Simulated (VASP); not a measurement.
# InSb3 (R-3m) in VASP: further runs

Runs on InSb3. Level: PBE. Tasks: single point.

All numbers are computed with VASP 6.6.1; they aren't measurements. Logs are shortened: lines on timing, memory, paths and dates and some standing lists are left out, and cuts for length are marked.

### 1 The cell of the first run

It takes space group R-3m (No. 166, trigonal). Conventional cell: a = 6.501 Å, b = 6.501 Å, c = 8.838 Å, α = 90.00°, β = 90.00°, γ = 120.00°. Within 4.3 Å of In (site symmetry -3m) lie 12 Sb at 3.25 to 3.49 Å. Sb (site symmetry 2/m) has 8 Sb at 3.25 to 3.49 Å and 4 In at 3.25 to 3.49 Å within 4.3 Å.

### 2 Single point, PBE

Contents of INCAR:

```
PREC = Accurate
ENCUT = 520
EDIFF = 1E-6
ISMEAR = 0
SIGMA = 0.15
LREAL = F
LASPH = T
NELM = 100
ALGO = Normal
ISIF = 2
LWAVE = F
LCHARG = F
GGA = PE
NBANDS = 22
```

Contents of KPOINTS:

```
Automatic mesh
0
Gamma
  8 8 8
```

Contents of POSCAR:

```
InSb3
1.0
    4.7657240740      0.1684851945      0.1684851945
    0.1684851945      4.7657240740      0.1684851945
    0.1684851945      0.1684851945      4.7657240740
In Sb
1 3
Direct
    0.0000000000      0.0000000000      0.0000000000
    0.5000000000      0.0000000000      0.5000000000
    0.0000000000      0.5000000000      0.5000000000
    0.5000000000      0.5000000000      0.0000000000
```

Potentials or basis: VASP PAW PBE potentials, release 64 (In_d, Sb).

Command:

```bash
$ cat potpaw_PBE.64/In_d/POTCAR potpaw_PBE.64/Sb/POTCAR > POTCAR
$ mpirun -np 1 vasp_std > vasp.out
```

OUTCAR:

```text
PREC = Accurate
   ENCUT = 520
   EDIFF = 1E-6
   ISMEAR = 0
   LREAL = F
   LASPH = T
   NELM = 100
   ISIF = 2
   GGA = PE

 ion  position               nearest neighbor table
   1  0.000  0.000  0.000-   2 3.25   3 3.25   3 3.25   4 3.25   2 3.25   4 3.25   2 3.49   3 3.49
                             3 3.49   4 3.49   2 3.49   4 3.49
   2  0.500  0.000  0.500-   1 3.25   4 3.25   3 3.25   4 3.25   1 3.25   3 3.25   1 3.49   4 3.49
                             3 3.49   4 3.49   1 3.49   3 3.49
   3  0.000  0.500  0.500-   1 3.25   4 3.25   1 3.25   2 3.25   2 3.25   4 3.25   1 3.49   1 3.49
                             2 3.49   4 3.49   4 3.49   2 3.49
   4  0.500  0.500  0.000-   2 3.25   3 3.25   1 3.25   2 3.25   1 3.25   3 3.25   1 3.49   2 3.49
                             2 3.49   3 3.49   3 3.49   1 3.49

  LATTYP: Found a trigonal (rhomboedric) cell.
 ALAT       =     4.7716769035
 COS(alpha) =     0.0717775177

  Lattice vectors:

 A1 = (   4.7657240740,   0.1684851945,   0.1684851945)
 A2 = (   0.1684851945,   4.7657240740,   0.1684851945)
 A3 = (   0.1684851945,   0.1684851945,   4.7657240740)

Analysis of symmetry for initial positions (statically):
=====================================================================
 Subroutine PRICEL returns:
 Original cell was already a primitive cell.

 Routine SETGRP: Setting up the symmetry group for a
 trigonal (rhombohedral) supercell.

 Subroutine GETGRP returns: Found 12 space group operations
 (whereof 12 operations were pure point group operations)
 out of a pool of 12 trial point group operations.

The static configuration has the point symmetry D_3d.

Analysis of symmetry for dynamics (positions and initial velocities):
=====================================================================
 Subroutine PRICEL returns:
 Original cell was already a primitive cell.

 Routine SETGRP: Setting up the symmetry group for a
 trigonal (rhombohedral) supercell.

 Subroutine GETGRP returns: Found 12 space group operations
 (whereof 12 operations were pure point group operations)
 out of a pool of 12 trial point group operations.

The dynamic configuration has the point symmetry D_3d.

 Subroutine INISYM returns: Found 12 space group operations
 (whereof 12 operations are pure point group operations),
 and found     1 'primitive' translations

----------------------------------------------------------------------------------------

                                     Primitive cell

  volume of cell :     107.8434

  direct lattice vectors                    reciprocal lattice vectors
     4.765724074  0.168485194  0.168485194     0.210339545 -0.007182326 -0.007182326
     0.168485194  4.765724074  0.168485194    -0.007182326  0.210339545 -0.007182326
     0.168485194  0.168485194  4.765724074    -0.007182326 -0.007182326  0.210339545

  length of vectors
     4.771676903  4.771676903  4.771676903     0.210584652  0.210584652  0.210584652

  position of ions in fractional coordinates (direct lattice)
     0.000000000  0.000000000  0.000000000
     0.500000000  1.000000000  0.500000000
     1.000000000  0.500000000  0.500000000
     0.500000000  0.500000000  0.000000000

  ion indices of the primitive-cell ions
   primitive index   ion index
                 1           1
                 2           2
                 3           3
                 4           4

----------------------------------------------------------------------------------------

 KPOINTS: Automatic mesh

Automatic generation of k-mesh.
 Grid dimensions read from file:
 generate k-points for:    8    8    8

 Generating k-lattice:

  Cartesian coordinates                     Fractional coordinates (reciprocal lattice)
     0.026292443 -0.000897791 -0.000897791     0.125000000 -0.000000000  0.000000000
    -0.000897791  0.026292443 -0.000897791    -0.000000000  0.125000000  0.000000000
    -0.000897791 -0.000897791  0.026292443     0.000000000  0.000000000  0.125000000

  Length of vectors
     0.026323081  0.026323081  0.026323081

  Shift w.r.t. Gamma in fractional coordinates (k-lattice)
     0.000000000  0.000000000  0.000000000

 Subroutine IBZKPT returns following result:
 ===========================================

 Found     65 irreducible k-points:

 Following reciprocal coordinates:
            Coordinates               Weight
  0.000000  0.000000  0.000000      1.000000
  0.125000  0.000000  0.000000      6.000000
  0.250000  0.000000  0.000000      6.000000
  0.375000  0.000000  0.000000      6.000000
  0.500000  0.000000  0.000000      3.000000
  0.125000  0.125000  0.000000      6.000000
[... 16 lines left out ...]
  0.250000  0.125000  0.125000      6.000000
  0.375000  0.125000  0.125000      6.000000
 [... further k-points ...]
   k-points           NKPTS =     65   k-points in BZ     NKDIM =     65   number of bands    NBANDS=     22
   number of dos      NEDOS =    301   number of ions     NIONS =      4
   total plane-waves  NPLWV =  46656
   dimension x,y,z NGX =    36 NGY =   36 NGZ =   36
   dimension x,y,z NGXF=    72 NGYF=   72 NGZF=   72
   ions per type =               1   3
   NGX,Y,Z   is equivalent  to a cutoff of  12.54, 12.54, 12.54 a.u.
   NGXF,Y,Z  is equivalent  to a cutoff of  25.08, 25.08, 25.08 a.u.
 SYSTEM =  unknown system
   PREC   = accura    normal or accurate (medium, high low for compatibility)
   ISTART =      0    job   : 0-new  1-cont  2-samecut
   ICHARG =      2    charge: 1-file 2-atom 10-const
   ISPIN  =      1    spin polarized calculation?
   LNONCOLLINEAR =      F non collinear calculations
   LSORBIT =      F    spin-orbit coupling
   LASPH  =      T    aspherical Exc in radial PAW
   ENCUT  =  520.0 eV  38.22 Ry    6.18 a.u.   8.87  8.87  8.87*2*pi/ulx,y,z
   NELM   =    100;   NELMIN=  2; NELMDL= -5     # of ELM steps
   EDIFF  = 0.1E-05   stopping-criterion for ELM
   LREAL  =      F    real-space projection
[... 7 lines left out ...]
   TEBEG  =    0.0;   TEEND  =   0.0 temperature during run
   PSTRESS=    0.0 pullay stress
   NELECT =      28.0000    total number of electrons
   NUPDOWN=      -1.0000    fix difference up-down
   EMIN   =  10.00;   EMAX   =-10.00  energy-range for DOS
   EFERMI =   0.00;   METHOD = LEGACY
   ISMEAR =     0;   SIGMA  =   0.15  broadening in eV -4-tet -1-fermi 0-gaus
   EFERMI_NEDOS =   21; number of points for ismear=-14 and -15
   IALGO  =     38    algorithm
   IMIX   =      4    mixing-type and parameters
     AMIX     =   0.40;   BMIX     =  1.00
     AMIX_MAG =   1.60;   BMIX_MAG =  1.00
  volume/ion in A,a.u.               =      26.96       181.94
  Fermi-wavevector in a.u.,A,eV,Ry     =   1.044391  1.973612 14.840577  1.090752
  Thomas-Fermi vector in A             =   2.179141
   LORBIT       =      0    0 simple, 1 ext, 2 COOP (PROOUT), +10 PAW based schemes
   GGA     = PE    functional components
   LHFCALC =     F    Hartree Fock is set to
   AEXX    =    0.0000 exact exchange contribution
   IVDW    =     0    specifies the selected vdW correction
   LEPSILON=     F    determine dielectric tensor
   LRPA    =     F    only Hartree local field effects (RPA)
 non-spin polarized calculation
 Gauss-broadening in eV      SIGMA  =   0.15
  energy-cutoff  :      520.00
  volume of cell :      107.84
 maximum number of plane-waves:      2924
   NGX = 17   NGY = 17   NGZ = 17

 number of electron      28.0000016 magnetization

 Free energy of the ion-electron system (eV)
  ---------------------------------------------------
  ext. energy  EPLUGINS =         0.00000000
  ---------------------------------------------------
  free energy    TOTEN  =       -14.13574053 eV

  energy without entropy =      -14.10639729  energy(sigma->0) =      -14.12106891

 E-fermi :   8.1247     XC(G=0): -10.1828

 val. band max:        8.1208295570   @ k =  -0.3750   0.3750   0.1250
 cond. band min:       8.1277745485   @ k =   0.0000   0.0000   0.0000
 fundamental gap:      0.0069449914
 Fermi energy:         8.1247401430

 k-point     1 :       0.0000    0.0000    0.0000
  band No.  band energies     occupation
      1      -6.3794      2.00000
      2      -6.3794      2.00000
      3      -6.3681      2.00000
      4      -6.3542      2.00000
      5      -6.3542      2.00000
      6      -4.2147      2.00000
[... 14 lines left out ...]
     21      12.5526      0.00000
     22      13.4132      0.00000

 k-point     2 :       0.1250    0.0000    0.0000
  band No.  band energies     occupation
      1      -6.3786      2.00000
      2      -6.3775      2.00000
      3      -6.3692      2.00000
      4      -6.3557      2.00000
      5      -6.3542      2.00000
      6      -4.1168      2.00000
[... 14 lines left out ...]
     21      13.1035      0.00000
     22      13.4109      0.00000

 k-point     3 :       0.2500    0.0000    0.0000
  band No.  band energies     occupation
      1      -6.3769      2.00000
      2      -6.3746      2.00000
      3      -6.3710      2.00000
      4      -6.3592      2.00000
      5      -6.3534      2.00000
      6      -3.8272      2.00000
[... 14 lines left out ...]
     21      13.9378      0.00000
     22      14.3430      0.00000

 k-point     4 :       0.3750    0.0000    0.0000
  band No.  band energies     occupation
      1      -6.3769      2.00000
      2      -6.3758      2.00000
      3      -6.3690      2.00000
      4      -6.3621      2.00000
      5      -6.3515      2.00000
      6      -3.3721      2.00000
[... 14 lines left out ...]
     21      13.5535      0.00000
     22      13.8404      0.00000

 k-point     5 :       0.5000    0.0000    0.0000
  band No.  band energies     occupation
      1      -6.3784      2.00000
      2      -6.3756      2.00000
      3      -6.3680      2.00000
      4      -6.3630      2.00000
      5      -6.3504      2.00000
      6      -2.9957      2.00000
[... 417 lines left out ...]
 k-point    22 :       0.1250    0.1250    0.1250
  band No.  band energies     occupation
      1      -6.3766      2.00000
      2      -6.3766      2.00000
      3      -6.3740      2.00000
      4      -6.3558      2.00000
      5      -6.3558      2.00000
      6      -3.9665      2.00000
[... 14 lines left out ...]
     21      13.9365      0.00000
     22      14.3036      0.00000

 k-point    23 :       0.2500    0.1250    0.1250
  band No.  band energies     occupation
      1      -6.3791      2.00000
      2      -6.3768      2.00000
      3      -6.3728      2.00000
      4      -6.3585      2.00000
      5      -6.3539      2.00000
      6      -3.7083      2.00000
[... 14 lines left out ...]
     21      14.5299      0.00000
     22      14.7371      0.00000

 k-point    24 :       0.3750    0.1250    0.1250
  band No.  band energies     occupation
      1      -6.3829      2.00000
      2      -6.3770      2.00000
      3      -6.3706      2.00000
      4      -6.3604      2.00000
      5      -6.3509      2.00000
      6      -3.2807      2.00000
[... 14 lines left out ...]
     21      13.8853      0.00000
     22      14.7159      0.00000

 [... further k-points ...]
[... 5 lines left out ...]
  --------------------------------------------------------------------------------------
  -------------------------------------------------------------------------------------
  Total        1.5738974      1.5738974      1.5738974     -0.8981965     -0.8981965     -0.8981965
  in kB       23.3826270     23.3826270     23.3826270    -13.3440673    -13.3440673    -13.3440673
  external PRESSURE =      23.3826270 kB  Pullay stress =       0.0000000 kB

 VOLUME and BASIS-vectors are now :
 -----------------------------------------------------------------------------
  energy-cutoff  :      520.00
  volume of cell :      107.84
      direct lattice vectors                 reciprocal lattice vectors
     4.765724074  0.168485194  0.168485194     0.210339545 -0.007182326 -0.007182326
     0.168485194  4.765724074  0.168485194    -0.007182326  0.210339545 -0.007182326
     0.168485194  0.168485194  4.765724074    -0.007182326 -0.007182326  0.210339545

 POSITION                                       TOTAL-FORCE (eV/Angst)
 -----------------------------------------------------------------------------------
      0.00000      0.00000      0.00000         0.000000      0.000000     -0.000000
      2.46710      0.16849      2.46710         0.000000      0.000000     -0.000000
      0.16849      2.46710      2.46710        -0.000000     -0.000000      0.000000
      2.46710      2.46710      0.16849        -0.000000     -0.000000     -0.000000
 -----------------------------------------------------------------------------------
    total drift:                                0.000000     -0.000000     -0.000000

  FREE ENERGIE OF THE ION-ELECTRON SYSTEM (eV)
  ---------------------------------------------------
  free  energy   TOTEN  =       -14.1357405256 eV

  energy  without entropy=      -14.1063972856  energy(sigma->0) =      -14.12106891
```

It took 1.8 min on 1 thread of Intel Xeon 8259CL, shared host; peak memory 0.3 GiB.

What came out:

```
Free energy            : -14.1357 eV
Pressure               : 2.3 GPa
Band gap on the k mesh : zero (bands 14 and 15 overlap by 3.93 eV)
```

Caveat: spin-orbit coupling is left out, which moves the levels of the heavy elements.

### 3 Single point, PBE

This run uses another cell than the first one, of 28.69 Å³/atom.

Contents of INCAR:

```
  PREC = Accurate
  ENCUT = 520
  EDIFF = 1E-6
  ISMEAR = 0
  SIGMA = 0.15
  LREAL = False
  LASPH = True
  NELM = 100
  ALGO = Normal
  ISIF = 2
  LWAVE = False
  LCHARG = False
  GGA = PE
  NBANDS = 22
```

KPOINTS is that of step 2.

Contents of POSCAR:

```
InSb3
1.0
    4.8620013280      0.1124036941      0.1124036941
    0.1124036941      4.8620013280      0.1124036941
    0.1124036941      0.1124036941      4.8620013280
In Sb
1 3
Direct
    0.0000000000      0.0000000000      0.0000000000
    0.5000000000      0.0000000000      0.5000000000
    0.0000000000      0.5000000000      0.5000000000
    0.5000000000      0.5000000000      0.0000000000
```

Potentials or basis: VASP PAW PBE potentials, release 64 (In_d, Sb).

Command:

```bash
$ cat potpaw_PBE.64/In_d/POTCAR potpaw_PBE.64/Sb/POTCAR > POTCAR
$ mpirun -np 1 vasp_std > vasp.out
```

OUTCAR:

```text
PREC = Accurate
   ENCUT = 520
   EDIFF = 1E-6
   ISMEAR = 0
   LREAL = False
   LASPH = True
   NELM = 100
   ISIF = 2
   GGA = PE

 ion  position               nearest neighbor table
   1  0.000  0.000  0.000-   2 3.36   3 3.36   3 3.36   4 3.36   2 3.36   4 3.36   3 3.52   2 3.52
                             3 3.52   2 3.52   4 3.52   4 3.52
   2  0.500  0.000  0.500-   1 3.36   4 3.36   3 3.36   4 3.36   1 3.36   3 3.36   4 3.52   1 3.52
                             4 3.52   1 3.52   3 3.52   3 3.52
   3  0.000  0.500  0.500-   1 3.36   4 3.36   1 3.36   2 3.36   2 3.36   4 3.36   1 3.52   1 3.52
                             4 3.52   4 3.52   2 3.52   2 3.52
   4  0.500  0.500  0.000-   2 3.36   3 3.36   1 3.36   2 3.36   1 3.36   3 3.36   2 3.52   2 3.52
                             3 3.52   3 3.52   1 3.52   1 3.52

  LATTYP: Found a trigonal (rhomboedric) cell.
 ALAT       =     4.8645992738
 COS(alpha) =     0.0467221592

  Lattice vectors:

 A1 = (   4.8620013280,   0.1124036941,   0.1124036941)
 A2 = (   0.1124036941,   4.8620013280,   0.1124036941)
 A3 = (   0.1124036941,   0.1124036941,   4.8620013280)

Analysis of symmetry for initial positions (statically):
[... 172 lines left out ...]
  ---------------------------------------------------
  free energy    TOTEN  =       -14.20566613 eV

  energy without entropy =      -14.18080442  energy(sigma->0) =      -14.19323527

 E-fermi :   7.3699     XC(G=0):  -9.9123

 val. band max:        7.3680296346   @ k =   0.3750   0.2500   0.1250
 cond. band min:       7.3978623371   @ k =  -0.3750  -0.3750   0.1250
 fundamental gap:      0.0298327025
 Fermi energy:         7.3698592620

 k-point     1 :       0.0000    0.0000    0.0000
  band No.  band energies     occupation
      1      -7.0651      2.00000
      2      -7.0651      2.00000
      3      -7.0577      2.00000
      4      -7.0486      2.00000
      5      -7.0486      2.00000
      6      -4.5166      2.00000
[... 589 lines left out ...]
     21      12.5405      0.00000
     22      13.8539      0.00000

 [... further k-points ...]
[... 5 lines left out ...]
  --------------------------------------------------------------------------------------
  -------------------------------------------------------------------------------------
  Total       -0.8703773     -0.8703773     -0.8703773     -0.5096940     -0.5096940     -0.5096940
  in kB      -12.1523174    -12.1523174    -12.1523174     -7.1164115     -7.1164115     -7.1164115
  external PRESSURE =     -12.1523174 kB  Pullay stress =       0.0000000 kB

 VOLUME and BASIS-vectors are now :
 -----------------------------------------------------------------------------
  energy-cutoff  :      520.00
  volume of cell :      114.75
      direct lattice vectors                 reciprocal lattice vectors
     4.862001328  0.112403694  0.112403694     0.205891737 -0.004652414 -0.004652414
     0.112403694  4.862001328  0.112403694    -0.004652414  0.205891737 -0.004652414
     0.112403694  0.112403694  4.862001328    -0.004652414 -0.004652414  0.205891737

 POSITION                                       TOTAL-FORCE (eV/Angst)
 -----------------------------------------------------------------------------------
      0.00000      0.00000      0.00000        -0.000000      0.000000      0.000000
      2.48720      0.11240      2.48720         0.000000     -0.000000      0.000000
      0.11240      2.48720      2.48720         0.000000      0.000000      0.000000
      2.48720      2.48720      0.11240        -0.000000      0.000000      0.000000
 -----------------------------------------------------------------------------------
    total drift:                                0.000000     -0.000000     -0.000000

  FREE ENERGIE OF THE ION-ELECTRON SYSTEM (eV)
  ---------------------------------------------------
  free  energy   TOTEN  =       -14.2056661284 eV

  energy  without entropy=      -14.1808044195  energy(sigma->0) =      -14.19323527
```

OSZICAR:

```text
N       E                     dE             d eps       ncg     rms          rms(c)
DAV:   1     0.187985272291E+03    0.18799E+03   -0.11024E+04  2860   0.117E+03
DAV:   2     0.214346641849E+01   -0.18584E+03   -0.17933E+03  3108   0.287E+02
DAV:   3    -0.136858588222E+02   -0.15829E+02   -0.15229E+02  3576   0.859E+01
DAV:   4    -0.142132824826E+02   -0.52742E+00   -0.52595E+00  3326   0.165E+01
DAV:   5    -0.142376478828E+02   -0.24365E-01   -0.24363E-01  4294   0.374E+00    0.324E+00
DAV:   6    -0.142135703406E+02    0.24078E-01   -0.39779E-02  3504   0.239E+00    0.181E+00
DAV:   7    -0.142058165773E+02    0.77538E-02   -0.23907E-02  3710   0.141E+00    0.148E-01
DAV:   8    -0.142056353861E+02    0.18119E-03   -0.20299E-03  3370   0.525E-01    0.555E-02
DAV:   9    -0.142056662818E+02   -0.30896E-04   -0.11979E-04  3440   0.852E-02    0.251E-02
DAV:  10    -0.142056661284E+02    0.15338E-06   -0.68421E-06  3666   0.178E-02
   1 F= -.14205666E+02 E0= -.14193235E+02  d E =-.248617E-01
```

stdout:

```text
POSCAR found type information on POSCAR InSb
 POSCAR found :  2 types and       4 ions
 scaLAPACK will be used
 LDA part: xc-table for (Slater+PW92), standard interpolation
 POSCAR, INCAR and KPOINTS ok, starting setup
 FFT: planning ... GRIDC
 FFT: planning ... GRID_SOFT
 FFT: planning ... GRID
 WAVECAR not read
 entering main loop
```

Wall time 2.5 min (1 thread of Intel Xeon 8259CL, shared host); peak memory 0.31 GiB.

What came out:

| Property | Result |
| --- | --- |
| Free energy | -14.2057 eV |
| Pressure | -1.2 GPa |
| Band gap on the k mesh | zero (bands 14 and 15 overlap by 3.89 eV) |

Caveat: spin-orbit coupling is left out, which moves the levels of the heavy elements.

The gap in the log of VASP goes by the Fermi energy; the results here count the filled bands.